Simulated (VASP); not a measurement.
Ir: single point with PBEsol

The system is Ir.

```
CELL_PARAMETERS angstrom
0.00000 1.71034 2.41843
1.71034 0.00000 2.41843
1.71034 1.71034 0.00000
ATOMIC_POSITIONS crystal
Ir 0.00000 0.00000 0.00000
```

This cell differs from its parent crystal: ratio of the length along z to the lengths across it x 1.414, volume and fractional coordinates fixed.

```json
{
  "Program": "VASP 6.6.1",
  "Task": "single point",
  "Functional": "PBEsol",
  "Potentials or basis": "VASP PAW PBE potentials, release 64 (Ir)",
  "Cutoff": "520 eV",
  "k mesh": "24 × 24 × 24",
  "Occupations": "gaussian, width 0.15 eV",
  "Spin": "no spin polarisation",
  "Dipole correction": "no",
  "Further INCAR settings": "ALGO = Fast; EDIFF = 1e-06; NBANDS = 10"
}
```

```yaml
Pressure: 32.3 GPa
```

Stress tensor (GPa, compression positive):
```
 65.73   0.00   0.00
  0.00  65.73   0.00
  0.00   0.00 -34.60
```

Levels at points of the mesh, in eV from the Fermi level:
```
           k point  band 1  band 2  band 3  band 4  band 5  band 6  band 7  band 8
(0.00, 0.00, 0.00)  -11.03   -6.80   -4.70   -1.35   -1.35    1.72   14.17   16.37
(0.50, 0.00, 0.00)   -7.82   -5.90   -1.89   -0.30    0.74    0.82    8.90   11.61
(0.50, 0.50, 0.00)   -8.53   -7.72   -1.90    1.30    1.30    2.09    4.96   16.64
(0.50, 0.00, 0.50)   -8.23   -6.52   -1.47   -0.10    4.56    4.69    9.51   12.41
```

Run time: 3.1 min on 1 thread of AMD EPYC 9R45 (Zen 5), with other jobs on the host, peak memory 0.24 GiB.

Caveat: the PAW data sets were made with another functional, which shifts forces and pressure a little; spin-orbit coupling is left out, which moves the levels of the heavy elements.
